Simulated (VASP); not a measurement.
# LiTa16 (a cell with a defect) in VASP: notebook

LiTa16 (a cell with a defect) is run at these levels: PBE+D3(BJ); tasks: single point.

Program: VASP 6.6.1. These are calculated values, not measurements. Logs are shortened: lines on timing, memory, paths and dates and some standing lists are left out, and cuts for length are marked.

## Step 1: The cell of the first run

The cell holds a defect, 17 atoms: a = 6.620 Å, b = 6.620 Å, c = 6.620 Å, α = 90.00°, β = 90.00°, γ = 90.00°.

## Step 2: Single point, PBE+D3(BJ)

Contents of INCAR:

```
SYSTEM = LiTa16
PREC = Accurate
ENCUT = 520
EDIFF = 1E-7
ISMEAR = -1
SIGMA = 0.15
LREAL = Auto
LASPH = .True.
NELM = 100
ALGO = Normal
ISIF = 2
LWAVE = .False.
LCHARG = .False.
GGA = PE
IVDW = 12
NBANDS = 104
```

Contents of KPOINTS:

```
Automatic mesh
0
Gamma
  2 2 2
  0 0 0
```

Contents of POSCAR:

```
LiTa16
1.0
    6.6200000000      0.0000000000      0.0000000000
    0.0000000000      6.6200000000      0.0000000000
    0.0000000000      0.0000000000      6.6200000000
Ta Li
16 1
Direct
   -0.0209365559      0.0197583082      0.0134592145
    0.4723111782      0.0202416918      0.0023111782
    0.0560876133      0.4863746224     -0.0354229607
   -0.0219335347      0.0108761329      0.4895770393
    0.2400302115      0.2201359517      0.2617069486
    0.4975679758      0.4908157100      0.0034290030
    0.5072356495      0.0130513595      0.5662688822
    0.7171299094      0.2503776435      0.2689879154
    0.0049848943      0.4958308157      0.5104984894
    0.2287764350      0.7549546828      0.2194712991
    0.2510271903      0.2473413897      0.7425830816
    0.5028096677      0.4978700906      0.5227945619
    0.8219788520      0.6809818731      0.2056797583
    0.7514048338      0.3002114804      0.7195619335
    0.2342598187      0.7726283988      0.7516767372
    0.7589274924      0.7372960725      0.7542598187
    0.5244108761      0.8697583082      0.2759969789
```

Potentials or basis: VASP PAW PBE potentials, release 64 (Ta_pv, Li_sv).

Run with:

```
cat potpaw_PBE.64/Ta_pv/POTCAR potpaw_PBE.64/Li_sv/POTCAR > POTCAR
mpirun -np 1 vasp_std > vasp.out
```

OUTCAR:

```text
SYSTEM = LiTa16
   PREC = Accurate
   ENCUT = 520
   EDIFF = 1E-7
   ISMEAR = -1
   LREAL = Auto
   LASPH = .True.
   NELM = 100
   ISIF = 2
   GGA = PE
   IVDW = 12
 IVDW          = 12

 ion  position               nearest neighbor table
   1  0.979  0.020  0.013-   5 2.73  10 2.77  13 2.78   8 2.86  15 2.92  16 2.93  11 2.95  14 3.08
                             3 3.15   4 3.15   2 3.27   2 3.36   4 3.47   3 3.58
   2  0.472  0.020  0.002-  17 2.10   5 2.66  11 2.71  10 2.78  15 2.81   8 2.84   7 2.90   6 3.12
                            16 3.13  14 3.22   1 3.27   1 3.36  13 3.49   6 3.51
   3  0.056  0.486  0.965-  11 2.52  13 2.57  15 2.64  10 2.70  14 2.87   5 2.91  16 2.93   6 2.93
                             9 3.03   1 3.15   8 3.40   1 3.58
   4  0.978  0.011  0.490-   5 2.68   8 2.76  14 2.87  15 2.89  16 2.91  11 2.92  10 2.97  13 3.06
                             1 3.15   7 3.16   9 3.22   9 3.42   1 3.47   7 3.54
   5  0.240  0.220  0.262-   2 2.66   4 2.68   1 2.73   3 2.91   9 2.91  17 2.99   6 3.01   7 3.01
                            12 3.06  10 3.09   8 3.17  11 3.19  11 3.44   8 3.47  10 3.55
   6  0.498  0.491  0.003-   8 2.78  14 2.82  13 2.83  11 2.87  10 2.88  16 2.89   3 2.93   5 3.01
                            15 3.05  17 3.10   2 3.12  12 3.18  12 3.44   2 3.51
   7  0.507  0.013  0.566-  17 2.15  11 2.58  14 2.69  15 2.70  16 2.77   8 2.88   2 2.90   5 3.01
                             4 3.16  12 3.22  10 3.40  12 3.42   4 3.54
   8  0.717  0.250  0.269-  12 2.74   4 2.76   6 2.78  17 2.82   2 2.84   1 2.86   7 2.88  13 2.96
                             9 2.97  14 3.01   5 3.17   3 3.40   5 3.47
   9  0.005  0.496  0.510-  14 2.53  13 2.65  11 2.78  16 2.80  15 2.87   5 2.91   8 2.97  10 2.97
                             3 3.03   4 3.22  12 3.30  12 3.33   4 3.42
  10  0.229  0.755  0.219-  17 2.13   3 2.70  13 2.74   1 2.77   2 2.78   6 2.88   4 2.97   9 2.97
                             5 3.09  15 3.10  12 3.20   7 3.40  15 3.53   5 3.55
  11  0.251  0.247  0.743-   3 2.52   7 2.58   2 2.71  12 2.77   9 2.78   6 2.87   4 2.92   1 2.95
                            15 3.15   5 3.19  14 3.33  14 3.33   5 3.44  15 3.48
  12  0.503  0.498  0.523-  14 2.47   8 2.74  11 2.77  16 2.78  17 2.96  15 2.96   5 3.06   6 3.18
                            10 3.20  13 3.22   7 3.22   9 3.30   9 3.33   7 3.42   6 3.44
  13  0.822  0.681  0.206-  17 2.38   3 2.57   9 2.65  10 2.74   1 2.78   6 2.83   8 2.96  16 3.04
                             4 3.06  12 3.22   2 3.49
  14  0.751  0.300  0.720-  12 2.47   9 2.53   7 2.69   6 2.82   3 2.87   4 2.87  16 2.90   8 3.01
                             1 3.08   2 3.22  11 3.33  11 3.33
  15  0.234  0.773  0.752-   3 2.64   7 2.70   2 2.81   9 2.87   4 2.89   1 2.92  12 2.96   6 3.05
                            10 3.10  11 3.15  16 3.16  11 3.48  16 3.48  10 3.53
  16  0.759  0.737  0.754-   7 2.77  12 2.78   9 2.80   6 2.89  14 2.90   4 2.91   1 2.93   3 2.93
                            13 3.04   2 3.13  15 3.16  15 3.48
  17  0.524  0.870  0.276-   2 2.10  10 2.13   7 2.15  13 2.38   8 2.82  12 2.96   5 2.99   6 3.10

  LATTYP: Found a simple cubic cell.
 ALAT       =     6.6200000000

  Lattice vectors:

 A1 = (   6.6200000000,   0.0000000000,   0.0000000000)
 A2 = (   0.0000000000,   6.6200000000,   0.0000000000)
 A3 = (   0.0000000000,   0.0000000000,   6.6200000000)

Analysis of symmetry for initial positions (statically):
=====================================================================
 Subroutine PRICEL returns:
 Original cell was already a primitive cell.

 Routine SETGRP: Setting up the symmetry group for a
 simple cubic supercell.

 Subroutine GETGRP returns: Found  1 space group operations
 (whereof  1 operations were pure point group operations)
 out of a pool of 48 trial point group operations.

The static configuration has the point symmetry C_1 .

Analysis of symmetry for dynamics (positions and initial velocities):
=====================================================================
 Subroutine PRICEL returns:
 Original cell was already a primitive cell.

 Routine SETGRP: Setting up the symmetry group for a
 simple cubic supercell.

 Subroutine GETGRP returns: Found  1 space group operations
 (whereof  1 operations were pure point group operations)
 out of a pool of 48 trial point group operations.

The dynamic configuration has the point symmetry C_1 .

 Subroutine INISYM returns: Found  1 space group operations
 (whereof  1 operations are pure point group operations),
 and found     1 'primitive' translations

----------------------------------------------------------------------------------------

                                     Primitive cell

  volume of cell :     290.1175

  direct lattice vectors                    reciprocal lattice vectors
[... 59 lines left out ...]
     0.000000000  0.000000000  0.075528701     0.000000000  0.000000000  0.500000000

  Length of vectors
     0.075528701  0.075528701  0.075528701

  Shift w.r.t. Gamma in fractional coordinates (k-lattice)
     0.000000000  0.000000000  0.000000000

 Subroutine IBZKPT returns following result:
 ===========================================

 Found      8 irreducible k-points:

 Following reciprocal coordinates:
            Coordinates               Weight
  0.000000  0.000000  0.000000      1.000000
  0.500000  0.000000  0.000000      1.000000
  0.000000  0.500000  0.000000      1.000000
  0.000000  0.000000  0.500000      1.000000
  0.500000  0.500000  0.000000      1.000000
  0.000000  0.500000  0.500000      1.000000
  0.500000  0.000000  0.500000      1.000000
  0.500000  0.500000  0.500000      1.000000
   k-points           NKPTS =      8   k-points in BZ     NKDIM =      8   number of bands    NBANDS=    104
   number of dos      NEDOS =    301   number of ions     NIONS =     17
   total plane-waves  NPLWV = 125000
   dimension x,y,z NGX =    50 NGY =   50 NGZ =   50
   dimension x,y,z NGXF=   100 NGYF=  100 NGZF=  100
   ions per type =              16   1
   NGX,Y,Z   is equivalent  to a cutoff of  12.56, 12.56, 12.56 a.u.
   NGXF,Y,Z  is equivalent  to a cutoff of  25.11, 25.11, 25.11 a.u.
 SYSTEM =  LiTa16
   PREC   = accura    normal or accurate (medium, high low for compatibility)
   ISTART =      0    job   : 0-new  1-cont  2-samecut
   ICHARG =      2    charge: 1-file 2-atom 10-const
   ISPIN  =      1    spin polarized calculation?
   LNONCOLLINEAR =      F non collinear calculations
   LSORBIT =      F    spin-orbit coupling
   LASPH  =      T    aspherical Exc in radial PAW
   ENCUT  =  520.0 eV  38.22 Ry    6.18 a.u.  12.31 12.31 12.31*2*pi/ulx,y,z
   NELM   =    100;   NELMIN=  2; NELMDL= -5     # of ELM steps
   EDIFF  = 0.1E-06   stopping-criterion for ELM
   LREAL  =      T    real-space projection
   EDIFFG = 0.1E-05   stopping-criterion for IOM
   NSW    =      0    number of steps for IOM
   IBRION =     -1    ionic relax: 0-MD 1-quasi-New 2-CG
   NFREE  =      0    steps in history (QN), initial steepest desc. (CG)
   ISIF   =      2    stress and relaxation
   ISYM   =      2    0-nonsym 1-usesym 2-fastsym
   POTIM  = 0.5000    time-step for ionic-motion
   TEBEG  =    0.0;   TEEND  =   0.0 temperature during run
   PSTRESS=    0.0 pullay stress
   NELECT =     179.0000    total number of electrons
   NUPDOWN=      -1.0000    fix difference up-down
   EMIN   =  10.00;   EMAX   =-10.00  energy-range for DOS
   EFERMI =   0.00;   METHOD = LEGACY
   ISMEAR =    -1;   SIGMA  =   0.15  broadening in eV -4-tet -1-fermi 0-gaus
   EFERMI_NEDOS =   21; number of points for ismear=-14 and -15
   IALGO  =     38    algorithm
   IMIX   =      4    mixing-type and parameters
     AMIX     =   0.40;   BMIX     =  1.00
     AMIX_MAG =   1.60;   BMIX_MAG =  1.00
  volume/ion in A,a.u.               =      17.07       115.17
  Fermi-wavevector in a.u.,A,eV,Ry     =   1.393695  2.633702 26.427776  1.942387
  Thomas-Fermi vector in A             =   2.517316
   LORBIT       =      0    0 simple, 1 ext, 2 COOP (PROOUT), +10 PAW based schemes
   GGA     = PE    functional components
   LHFCALC =     F    Hartree Fock is set to
   AEXX    =    0.0000 exact exchange contribution
   IVDW    =    12    specifies the selected vdW correction
   LEPSILON=     F    determine dielectric tensor
   LRPA    =     F    only Hartree local field effects (RPA)
 non-spin polarized calculation
  energy-cutoff  :      520.00
  volume of cell :      290.12
 maximum number of plane-waves:      7856
 NGX is ok and might be reduce to    50
   NGX = 25   NGY = 25   NGZ = 25

 number of electron     178.9999995 magnetization

 Free energy of the ion-electron system (eV)
  ---------------------------------------------------
  ext. energy  EPLUGINS =         0.00000000
  ---------------------------------------------------
  free energy    TOTEN  =      -183.67615603 eV

  energy without entropy =     -182.54306284  energy(sigma->0) =     -183.10960944

 E-fermi :   5.8787     XC(G=0): -12.6050

 val. band max:        5.8688054381   @ k =   0.0000   0.0000   0.5000
 cond. band min:       5.8921614554   @ k =   0.5000   0.0000   0.5000
 fundamental gap:      0.0233560172
 Fermi energy:         5.8787406233

 k-point     1 :       0.0000    0.0000    0.0000
  band No.  band energies     occupation
      1     -40.5661      2.00000
      2     -28.9486      2.00000
      3     -28.7712      2.00000
      4     -28.7456      2.00000
      5     -28.6969      2.00000
      6     -28.6399      2.00000
[... 821 lines left out ...]
    100       7.9244      0.00000
    101       8.0094      0.00000
 [bands above 101 left out]

------------------------ aborting loop because EDIFF is reached ----------------------------------------

 Edisp (eV)  -11.24129

 E8    (eV) :    -5.8496

  FORCE on cell =-STRESS in cart. coord.  units (eV):
  Direction    XX          YY          ZZ          XY          YZ          ZX
  --------------------------------------------------------------------------------------
  -------------------------------------------------------------------------------------
  Total      17.89073    15.82112    19.84340    -0.00042    -0.32684    -0.47065
  in kB      98.80178    87.37234   109.58540    -0.00231    -1.80500    -2.59917
  external pressure =       98.59 kB  Pullay stress =        0.00 kB

 VOLUME and BASIS-vectors are now :
 -----------------------------------------------------------------------------
  energy-cutoff  :      520.00
  volume of cell :      290.12
      direct lattice vectors                 reciprocal lattice vectors
     6.620000000  0.000000000  0.000000000     0.151057402  0.000000000  0.000000000
     0.000000000  6.620000000  0.000000000     0.000000000  0.151057402  0.000000000
     0.000000000  0.000000000  6.620000000     0.000000000  0.000000000  0.151057402

 POSITION                                       TOTAL-FORCE (eV/Angst)
 -----------------------------------------------------------------------------------
      6.48140      0.13080      0.08910        -0.221192     -0.208705     -1.505784
      3.12670      0.13400      0.01530         1.333324      0.198654     -3.136262
      0.37130      3.21980      6.38550        -2.692831     -0.519641      1.465064
      6.47480      0.07200      3.24100         0.007455     -1.293303      0.836421
      1.58900      1.45730      1.73250         0.890715      1.872060      0.356342
      3.29390      3.24920      0.02270        -0.441298      1.130961      0.228065
[... 9 lines left out ...]
      5.02410      4.88090      4.99320        -0.266112      1.593204      0.151493
      3.47160      5.75780      1.82710         2.461974     -1.078788      1.245023
 -----------------------------------------------------------------------------------
    total drift:                                0.003481     -0.001872      0.004878

  FREE ENERGIE OF THE ION-ELECTRON SYSTEM (eV)
  ---------------------------------------------------
  free  energy   TOTEN  =      -194.9174414037 eV

  energy  without entropy=     -193.7843482187  energy(sigma->0) =     -194.35089481
```

Run time: 11 min. Hardware: 1 thread of Intel Xeon Platinum 8488C (Sapphire Rapids), shared host; peak memory 0.43 GiB.

Results:

| Item | Value |
| --- | --- |
| Free energy | -194.9174 eV |
| Largest force | 5.884 eV/Å |
| Band gap on the k mesh | zero (an odd number of electrons rules out a gap without spin polarisation) |
| Dispersion energy per atom | -0.661 eV |

Forces in eV/Å, atoms in the order of the input:
```
Ta  -0.221 -0.209 -1.506
Ta   1.333  0.199 -3.136
Ta  -2.693 -0.520  1.465
Ta   0.007 -1.293  0.836
Ta   0.891  1.872  0.356
Ta  -0.441  1.131  0.228
Ta  -0.519 -0.060 -0.701
Ta   1.554 -0.130 -0.938
Ta   1.662  0.790 -1.865
Ta  -0.904 -1.472  2.182
Ta  -0.326  0.116  0.081
Ta  -1.994  2.286 -2.753
Ta  -1.912  1.214  0.712
Ta   0.340 -4.093  4.213
Ta   1.026 -0.346 -0.572
Ta  -0.266  1.593  0.151
Li   2.462 -1.079  1.245
```

Caveat: the k points lie up to 0.47 Å⁻¹ apart, too coarse for converged energies and pressures of a metal; the cutoff is under 1.25 times the usual one of these potentials, so pressure, stress and relaxed cells hold a basis-set (Pulay) error; the atoms stand as in a frame of molecular dynamics; spin-orbit coupling is left out, which moves the levels of the heavy elements.

## Step 3: Single point, PBE+D3(BJ)

Changes to INCAR since step 2:

```diff
@@ -3,3 +3,3 @@
 ENCUT = 520
-EDIFF = 1E-7
+EDIFF = 1E-6
 ISMEAR = -1
@@ -8,3 +8,3 @@
 LASPH = .True.
-NELM = 100
+NELM = 60
 ALGO = Normal
```

KPOINTS is that of step 2.

Contents of POSCAR:

```
LiTa16
1.0
    6.6200000000      0.0000000000      0.0000000000
    0.0000000000      6.6200000000      0.0000000000
    0.0000000000      0.0000000000      6.6200000000
Ta Li
16 1
Direct
   -0.0160120846      0.0179607251     -0.0190181269
    0.4895619335      0.0258157100     -0.0006344411
    0.0093504532      0.4805287009     -0.0443655589
   -0.0264501511     -0.0560120846      0.4913293051
    0.2253172205      0.2649546828      0.2616616314
    0.4938368580      0.5087764350      0.0186555891
    0.4528549849      0.0335800604      0.5137764350
    0.7838670695      0.2772507553      0.2691691843
    0.0251359517      0.5089425982      0.5147734139
    0.2638519637      0.7487009063      0.2536858006
    0.2362990937      0.2585196375      0.7557854985
    0.4955135952      0.5090483384      0.4745317221
    0.8330513595      0.6825679758      0.1980060423
    0.7163293051      0.2321752266      0.7869788520
    0.2778096677      0.7336706949      0.7517522659
    0.7352114804      0.7713746224      0.7674471299
    0.6852567976      0.8921299094      0.3616012085
```

Potentials or basis: VASP PAW PBE potentials, release 64 (Ta_pv, Li_sv).

Run with:

```
cat potpaw_PBE.64/Ta_pv/POTCAR potpaw_PBE.64/Li_sv/POTCAR > POTCAR
mpirun -np 1 vasp_std > vasp.out
```

Run time: 8.4 min. Hardware: 1 thread of Intel Xeon Platinum 8488C (Sapphire Rapids), shared host; peak memory 0.44 GiB.

The run converged. Its results:

```
Free energy                : -194.1475 eV
Largest force              : 5.573 eV/Å
Band gap on the k mesh     : zero (an odd number of electrons rules out a gap without spin polarisation)
Dispersion energy per atom : -0.661 eV
```

Forces on the atoms (eV/Å):
```
Ta   1.422 -1.870  1.990
Ta  -1.209 -1.539  2.370
Ta   0.650  0.551  1.075
Ta   3.928  3.539  1.761
Ta   0.806 -0.967 -0.884
Ta   0.507 -0.785 -1.057
Ta  -0.691  0.232  1.354
Ta  -2.227 -2.088 -0.566
Ta  -1.559 -0.430  0.385
Ta  -0.315  1.263 -1.167
Ta   1.285 -1.365 -1.073
Ta   1.279 -0.316  2.191
Ta  -0.706  0.277 -0.460
Ta   1.218  2.582 -3.781
Ta  -1.486  2.143 -0.230
Ta  -0.399 -1.665 -0.919
Li  -2.502  0.438 -0.990
```

Levels at points of the mesh, in eV from the Fermi level:
```tsv
k point	band 85	band 86	band 87	band 88	band 89	band 90	band 91	band 92	band 93	band 94
(0.00, 0.00, 0.00)	0.07	0.16	0.20	0.37	0.41	0.59	0.81	0.87	1.01	1.06
(0.50, 0.00, 0.00)	-0.50	-0.28	-0.16	-0.13	0.00	0.18	0.26	0.46	0.61	0.69
(0.00, 0.50, 0.00)	-0.26	-0.22	-0.15	0.01	0.06	0.16	0.26	0.33	0.51	0.60
(0.00, 0.00, 0.50)	-0.44	-0.33	-0.14	-0.07	0.08	0.15	0.26	0.31	0.37	0.60
(0.50, 0.50, 0.00)	-0.72	-0.64	-0.53	-0.29	-0.23	-0.15	-0.03	-0.01	0.18	0.37
(0.00, 0.50, 0.50)	-0.72	-0.60	-0.48	-0.37	-0.30	-0.22	0.01	0.20	0.26	0.31
(0.50, 0.00, 0.50)	-0.66	-0.50	-0.43	-0.36	-0.27	-0.24	-0.08	0.05	0.25	0.34
(0.50, 0.50, 0.50)	-1.11	-0.96	-0.94	-0.86	-0.77	-0.62	-0.58	-0.51	-0.39	-0.22
```

Caveat: the k points lie up to 0.47 Å⁻¹ apart, too coarse for converged energies and pressures of a metal; the cutoff is under 1.25 times the usual one of these potentials, so pressure, stress and relaxed cells hold a basis-set (Pulay) error; the atoms stand as in a frame of molecular dynamics; spin-orbit coupling is left out, which moves the levels of the heavy elements.

The gap in the log of VASP goes by the Fermi energy; the results here count the filled bands.